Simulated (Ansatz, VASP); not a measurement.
## W: VASP beside Ansatz

INCAR

```
SYSTEM = W
ALGO = Normal ; EDIFF = 1E-6
ENCUT = 520 ; ISIF = 2
ISMEAR = -1 ; LASPH = .TRUE.
LCHARG = .FALSE. ; LREAL = .FALSE.
LWAVE = .FALSE. ; NBANDS = 13
NELM = 80 ; PREC = Accurate
SIGMA = 0.05
```

KPOINTS

```
k-points
0
G
  14 14 14
  0 0 0
```

The input POSCAR:

```
W
1.0
    0.0000000000      2.0567135898      2.0567135898
    2.0567135898      0.0000000000      2.0567135898
    2.0567135898      2.0567135898      0.0000000000
W
1
Direct
    0.0000000000      0.0000000000      0.0000000000
```

Input for Ansatz:

```yaml
crystal:
  lattice:
    - [0.0, 2.0567135898, 2.0567135898]
    - [2.0567135898, 0.0, 2.0567135898]
    - [2.0567135898, 2.0567135898, 0.0]
  atoms:
    - { symbol: W, position: [0.0, 0.0, 0.0] }
kpoints:
  mp_grid: { grid: [14, 14, 14] }
  band_path:
    path:
      - [0.0, 0.0, 0.0]
      - [0.5, 0.0, 0.5]
      - [0.625, 0.25, 0.625]
      - [0.375, 0.375, 0.75]
      - [0.0, 0.0, 0.0]
      - [0.5, 0.5, 0.5]
      - [0.5, 0.25, 0.75]
      - [0.5, 0.0, 0.5]
    npoints: 5
scf:
  occupations: { method: fermi_dirac, width: 0.05 }
hamiltonian:
  xc: lda
  pseudopotentials: { kind: all_electron, lapw: { basis_error: 0.00025 } }
output:
  forces: true
  stress: true
  eigenvalues: true
```

Change from the starting cell: volume scaled by 1.04.

Alike in both runs: task single point; functional LDA; k mesh 14 × 14 × 14; occupations fermi-dirac, width 0.05 eV; no spin polarisation.

```csv
,VASP,Ansatz
version,VASP 6.6.1,Ansatz 0.2.0
potentials or method,"VASP PAW LDA potentials, release 64 (W_sv), cutoff 520 eV","all-electron LAPW, scalar-relativistic"
```

```csv
,VASP,Ansatz,Ansatz less VASP
pressure (GPa),-25.1,-26.2,-1.10
```

LDA's correlation is that of Perdew and Zunger in VASP and of Perdew and Wang (1992) in Ansatz. Ansatz ran all-electron here, and VASP with PAW potentials.

Spin-orbit coupling is off throughout.
